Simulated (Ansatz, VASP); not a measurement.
## Two plane-wave programs on Ag

```xyz
1
Lattice="0.0000 2.0966 2.0966 2.0966 0.0000 2.0966 2.0966 2.0966 0.0000" Properties=species:S:1:pos:R:3 pbc="T T T"
Ag    0.0000    0.0000    0.0000
```

Alike in both runs: task single point; functional revPBE; k mesh 13 × 13 × 13; occupations fermi-dirac, width 0.1 eV; non-collinear spin, spin-orbit coupling.

|  | VASP | Ansatz |
| --- | --- | --- |
| version | VASP 6.6.1 | Ansatz 0.2.0 |
| potentials or method | VASP PAW PBE potentials, release 64 (Ag), cutoff 520 eV | plane waves (420 eV) with PAW, fully relativistic with spin-orbit coupling |
| valence electrons in the cell | 11 | 19 |

|  | VASP | Ansatz | Ansatz less VASP |
| --- | --- | --- | --- |
| net moment per atom (μB) | 0.00 | 0.00 | 0.000 |

VASP's potentials were made for PBE, not for revPBE. The functional is the same, so the differences come from potentials, cutoffs and numerics. VASP's potentials hold 11 valence electrons a cell and Ansatz's 19, so a difference there can come from the potentials and not from the codes.
